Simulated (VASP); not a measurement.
# SnAs2 (R-3m) in VASP: a series of runs

SnAs2 is run at these levels: PBE; tasks: single point.

All numbers are computed with VASP 6.6.1; they aren't measurements. Logs are shortened: lines on timing, memory, paths and dates and some standing lists are left out, and cuts for length are marked.

**1. The cell of the first run**

The structure is trigonal, space group R-3m (No. 166). Conventional cell: a = 5.270 Å, b = 5.270 Å, c = 8.526 Å, α = 90.00°, β = 90.00°, γ = 120.00°. Sn (site symmetry -3m) has 8 As at 2.85 to 3.04 Å within 3.8 Å. As (site symmetry 3m) has 4 As at 2.82 to 3.04 Å and 4 Sn at 2.85 to 3.04 Å within 3.7 Å.

The cell was generated, and may not be a known phase.

**2. Single point, PBE**

INCAR reads:

```
  PREC = Accurate
  ENCUT = 520
  EDIFF = 1E-6
  ISMEAR = 0
  SIGMA = 0.1
  LREAL = False
  LASPH = True
  NELM = 80
  ALGO = Normal
  ISIF = 2
  LWAVE = False
  LCHARG = False
  GGA = PE
  NBANDS = 19
```

KPOINTS reads:

```
Automatic mesh
0
Gamma
  6 6 6
```

POSCAR reads:

```
SnAs2
1.0
    2.6351296374      1.5213928055      2.8418452425
   -2.6351296374      1.5213928055      2.8418452425
    0.0000000000     -3.0427856110      2.8418452425
Sn As
1 2
Direct
    0.5000000000      0.5000000000      0.5000000000
    0.8348195933      0.8348195933      0.8348195933
    0.1651804067      0.1651804067      0.1651804067
```

Potentials or basis: VASP PAW PBE potentials, release 64 (Sn_d, As).

Started as:

```bash
> cat potpaw_PBE.64/Sn_d/POTCAR potpaw_PBE.64/As/POTCAR > POTCAR
> mpirun -np 1 vasp_std > vasp.out
```

OUTCAR:

```text
PREC = Accurate
   ENCUT = 520
   EDIFF = 1E-6
   ISMEAR = 0
   LREAL = False
   LASPH = True
   NELM = 80
   ISIF = 2
   GGA = PE

 ion  position               nearest neighbor table
   1  0.500  0.500  0.500-   2 2.85   3 2.85   3 3.04   2 3.04   3 3.04   3 3.04   2 3.04   2 3.04

   2  0.835  0.835  0.835-   3 2.82   1 2.85   1 3.04   1 3.04   1 3.04
   3  0.165  0.165  0.165-   2 2.82   1 2.85   1 3.04   1 3.04   1 3.04

  LATTYP: Found a trigonal (rhomboedric) cell.
 ALAT       =     4.1634875593
 COS(alpha) =     0.1988396933

  Lattice vectors:

 A1 = (   2.6351296374,   1.5213928055,   2.8418452425)
 A2 = (  -2.6351296374,   1.5213928055,   2.8418452425)
 A3 = (   0.0000000000,  -3.0427856110,   2.8418452425)

Analysis of symmetry for initial positions (statically):
=====================================================================
 Subroutine PRICEL returns:
 Original cell was already a primitive cell.

 Routine SETGRP: Setting up the symmetry group for a
 trigonal (rhombohedral) supercell.

 Subroutine GETGRP returns: Found 12 space group operations
 (whereof 12 operations were pure point group operations)
 out of a pool of 12 trial point group operations.

The static configuration has the point symmetry D_3d.

Analysis of symmetry for dynamics (positions and initial velocities):
=====================================================================
 Subroutine PRICEL returns:
 Original cell was already a primitive cell.

 Routine SETGRP: Setting up the symmetry group for a
 trigonal (rhombohedral) supercell.

 Subroutine GETGRP returns: Found 12 space group operations
 (whereof 12 operations were pure point group operations)
 out of a pool of 12 trial point group operations.

The dynamic configuration has the point symmetry D_3d.

 Subroutine INISYM returns: Found 12 space group operations
 (whereof 12 operations are pure point group operations),
 and found     1 'primitive' translations

----------------------------------------------------------------------------------------

                                     Primitive cell

  volume of cell :      68.3589

  direct lattice vectors                    reciprocal lattice vectors
     2.635129637  1.521392805  2.841845242     0.189743986  0.109548741  0.117294682
    -2.635129637  1.521392805  2.841845242    -0.189743986  0.109548741  0.117294682
     0.000000000 -3.042785611  2.841845242     0.000000000 -0.219097482  0.117294682

  length of vectors
     4.163487559  4.163487559  4.163487559     0.248519112  0.248519112  0.248519112
[... 83 lines left out ...]
   EDIFF  = 0.1E-05   stopping-criterion for ELM
   LREAL  =      F    real-space projection
   EDIFFG = 0.1E-04   stopping-criterion for IOM
   NSW    =      0    number of steps for IOM
   IBRION =     -1    ionic relax: 0-MD 1-quasi-New 2-CG
   NFREE  =      0    steps in history (QN), initial steepest desc. (CG)
   ISIF   =      2    stress and relaxation
   ISYM   =      2    0-nonsym 1-usesym 2-fastsym
   POTIM  = 0.5000    time-step for ionic-motion
   TEBEG  =    0.0;   TEEND  =   0.0 temperature during run
   PSTRESS=    0.0 pullay stress
   NELECT =      24.0000    total number of electrons
   NUPDOWN=      -1.0000    fix difference up-down
   EMIN   =  10.00;   EMAX   =-10.00  energy-range for DOS
   EFERMI =   0.00;   METHOD = LEGACY
   ISMEAR =     0;   SIGMA  =   0.10  broadening in eV -4-tet -1-fermi 0-gaus
   EFERMI_NEDOS =   21; number of points for ismear=-14 and -15
   IALGO  =     38    algorithm
   IMIX   =      4    mixing-type and parameters
     AMIX     =   0.40;   BMIX     =  1.00
     AMIX_MAG =   1.60;   BMIX_MAG =  1.00
  volume/ion in A,a.u.               =      22.79       153.77
  Fermi-wavevector in a.u.,A,eV,Ry     =   1.154907  2.182457 18.147580  1.333810
  Thomas-Fermi vector in A             =   2.291540
   LORBIT       =      0    0 simple, 1 ext, 2 COOP (PROOUT), +10 PAW based schemes
   GGA     = PE    functional components
   LHFCALC =     F    Hartree Fock is set to
   AEXX    =    0.0000 exact exchange contribution
   IVDW    =     0    specifies the selected vdW correction
   LEPSILON=     F    determine dielectric tensor
   LRPA    =     F    only Hartree local field effects (RPA)
 non-spin polarized calculation
 Gauss-broadening in eV      SIGMA  =   0.10
  energy-cutoff  :      520.00
  volume of cell :       68.36
 maximum number of plane-waves:      1857
   NGX = 15   NGY = 15   NGZ = 15

 number of electron      24.0000012 magnetization

 Free energy of the ion-electron system (eV)
  ---------------------------------------------------
  ext. energy  EPLUGINS =         0.00000000
  ---------------------------------------------------
  free energy    TOTEN  =       -12.69365950 eV

  energy without entropy =      -12.68661049  energy(sigma->0) =      -12.69013499

 E-fermi :   6.3337     XC(G=0): -10.3173

 val. band max:        6.2717219816   @ k =   0.3333   0.3333   0.0000
 cond. band min:       6.3412231171   @ k =   0.1667   0.1667   0.0000
 fundamental gap:      0.0695011355
 Fermi energy:         6.3336606651

 k-point     1 :       0.0000    0.0000    0.0000
  band No.  band energies     occupation
      1     -15.0208      2.00000
      2     -15.0208      2.00000
      3     -14.9874      2.00000
      4     -14.9813      2.00000
      5     -14.9813      2.00000
      6      -7.0619      2.00000
[... 505 lines left out ...]
      6      -4.5415      2.00000
[... 11 lines left out ...]
     18      14.2406      0.00000
     19      14.4968      0.00000

 [... further k-points ...]

------------------------ aborting loop because EDIFF is reached ----------------------------------------

  FORCE on cell =-STRESS in cart. coord.  units (eV):
  Direction    XX          YY          ZZ          XY          YZ          ZX
  --------------------------------------------------------------------------------------
  -------------------------------------------------------------------------------------
  Total       -0.0907524     -0.0907524     -0.1506940      0.0000000     -0.0000000      0.0000000
  in kB       -2.1270309     -2.1270309     -3.5319259      0.0000000     -0.0000000      0.0000000
  external PRESSURE =      -2.5953292 kB  Pullay stress =       0.0000000 kB

 VOLUME and BASIS-vectors are now :
 -----------------------------------------------------------------------------
  energy-cutoff  :      520.00
  volume of cell :       68.36
      direct lattice vectors                 reciprocal lattice vectors
     2.635129637  1.521392805  2.841845242     0.189743986  0.109548741  0.117294682
    -2.635129637  1.521392805  2.841845242    -0.189743986  0.109548741  0.117294682
     0.000000000 -3.042785611  2.841845242     0.000000000 -0.219097482  0.117294682

 POSITION                                       TOTAL-FORCE (eV/Angst)
 -----------------------------------------------------------------------------------
      0.00000      0.00000      4.26277        -0.000000     -0.000000      0.000000
      0.00000      0.00000      7.11728         0.000000      0.000000     -0.023317
      0.00000      0.00000      1.40825         0.000000     -0.000000      0.023317
 -----------------------------------------------------------------------------------
    total drift:                               -0.000000      0.000000     -0.000000

  FREE ENERGIE OF THE ION-ELECTRON SYSTEM (eV)
  ---------------------------------------------------
  free  energy   TOTEN  =       -12.6936594957 eV

  energy  without entropy=      -12.6866104895  energy(sigma->0) =      -12.69013499
```

stdout:

```text
POSCAR found type information on POSCAR SnAs
 POSCAR found :  2 types and       3 ions
 scaLAPACK will be used
 LDA part: xc-table for (Slater+PW92), standard interpolation
 POSCAR, INCAR and KPOINTS ok, starting setup
 FFT: planning ... GRIDC
 FFT: planning ... GRID_SOFT
 FFT: planning ... GRID
 WAVECAR not read
 entering main loop
```

Wall time 36 s (1 thread of Oxide Virtual Turin-like, shared host); peak memory 0.16 GiB.

Results:

- Free energy: -12.6937 eV
- Pressure: -0.3 GPa
- Largest force: 0.023 eV/Å
- Band gap on the k mesh: zero (bands 12 and 13 overlap by 4.00 eV)

Forces on the atoms (eV/Å):
```
Sn   0.000  0.000  0.000
As   0.000  0.000 -0.023
As   0.000  0.000  0.023
```

Caveat: spin-orbit coupling is left out, which moves the levels of the heavy elements.

**3. Single point, PBE**

This run uses another cell than the first one, of 26.14 Å³/atom.

INCAR reads:

```
PREC = Accurate
ENCUT = 520
EDIFF = 1E-7
ISMEAR = 0
SIGMA = 0.1
LREAL = F
LASPH = T
NELM = 60
ALGO = Fast
ISIF = 2
LWAVE = F
LCHARG = F
GGA = PE
NBANDS = 19
```

KPOINTS reads:

```
regular mesh
0
Gamma
  6 6 6
```

POSCAR reads:

```
SnAs2
1.0
    2.5949696000      1.4982064000      3.3612656200
   -2.5949696000      1.4982064000      3.3612656200
    0.0000000000     -2.9964128000      3.3612656200
Sn As
1 2
Direct
    0.5000000000      0.5000000000      0.5000000000
    0.8640138400      0.8640138400      0.8640138400
    0.1359861600      0.1359861600      0.1359861600
```

Potentials or basis: VASP PAW PBE potentials, release 64 (Sn_d, As).

Started as:

```bash
> cat potpaw_PBE.64/Sn_d/POTCAR potpaw_PBE.64/As/POTCAR > POTCAR
> mpirun -np 1 vasp_std > vasp.out
```

It took 89 s on 1 thread of Oxide Virtual Turin-like, shared host; peak memory 0.2 GiB.

It converged, with:

```yaml
Free_energy: -12.2043 eV
Pressure: -3.2 GPa
Largest_force: 0.363 eV/Å
Band_gap_on_the_k_mesh: zero (bands 12 and 13 overlap by 3.02 eV)
```

Forces in eV/Å, atoms in the order of the input:
```
Sn   0.000  0.000  0.000
As   0.000  0.000  0.363
As   0.000  0.000 -0.363
```

Stress tensor (GPa, compression positive):
```
-1.53  0.00  0.00
 0.00 -1.53  0.00
 0.00  0.00 -6.52
```

Levels at points of the mesh, in eV from the Fermi level:
```
           k point  band 8  band 9  band 10  band 11  band 12  band 13  band 14  band 15  band 16  band 17
(0.00, 0.00, 0.00)   -5.25   -2.40    -2.40    -2.34    -2.34    -1.29     0.96     2.46     4.90     4.90
(0.50, 0.00, 0.00)   -6.68   -3.78    -2.72     0.11     0.43     0.43     1.02     1.05     3.45     4.29
(0.50, 0.50, 0.00)   -6.99   -5.08    -3.22    -2.05     0.73     1.21     2.13     3.74     3.92     4.31
(0.50, 0.50, 0.50)   -4.87   -4.55    -3.43    -3.43    -2.29    -2.29     2.46     3.09     5.93     5.93
```

Caveat: the cell stands under tension; spin-orbit coupling is left out, which moves the levels of the heavy elements.

The gap in the log of VASP goes by the Fermi energy; the results here count the filled bands.